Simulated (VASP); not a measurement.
CdTeSe3:

```
CELL_PARAMETERS angstrom
3.02462 1.74627 4.43923
-3.02462 1.74627 4.43923
0.00000 -3.49253 4.43923
ATOMIC_POSITIONS crystal
Cd 0.37646 0.37646 0.37646
Te 0.89019 0.89019 0.89019
Se 0.37491 0.87738 0.37491
Se 0.37491 0.37491 0.87738
Se 0.87738 0.37491 0.37491
```

The cell was built from a structure type or drawn by symmetry, and may not be a known phase.

```yaml
Program: VASP 6.6.1
Task: relaxation of cell and atoms
Functional: PBE
Potentials_or_basis: VASP PAW PBE potentials, release 64 (Cd, Te, Se)
Cutoff: 600 eV
k_mesh: 6 × 6 × 6
Occupations: gaussian, width 0.1 eV
Spin: no spin polarisation
```

At the start: pressure 1.1 GPa; volume 28.14 Å³/atom.

Q: Where does the relaxation end?

A: Over 7 steps the energy falls by 2.5 meV/atom and the volume is 28.85 Å³/atom (+2.5 %); space group R3m (No. 160, to 0.1 Å) before and after.

Step by step:
```csv
step,energy change (eV),largest force (eV/Å),pressure (GPa),volume (Å³)
1,0.0000,0.0518,1.06,140.68
2,-0.0090,0.0653,-0.29,144.51
3,-0.0098,0.0625,0.00,143.62
4,-0.0104,0.0584,0.00,143.73
5,-0.0111,0.0484,0.00,144.00
6,-0.0115,0.0449,-0.03,144.06
7,-0.0123,0.0353,-0.10,144.26
```

Final structure:
```cif
data_structure
_symmetry_space_group_name_H-M 'P 1'
_symmetry_Int_Tables_number 1
_cell_length_a 5.7038
_cell_length_b 5.7038
_cell_length_c 5.7038
_cell_angle_alpha 64.535
_cell_angle_beta 64.535
_cell_angle_gamma 64.535
_cell_volume 144.26
loop_
_atom_site_label
_atom_site_type_symbol
_atom_site_fract_x
_atom_site_fract_y
_atom_site_fract_z
_atom_site_occupancy
Cd1 Cd 0.37647 0.37647 0.37647 1
Te1 Te 0.88771 0.88771 0.88771 1
Se1 Se 0.37674 0.87620 0.37674 1
Se2 Se 0.37674 0.37674 0.87620 1
Se3 Se 0.87620 0.37674 0.37674 1
```
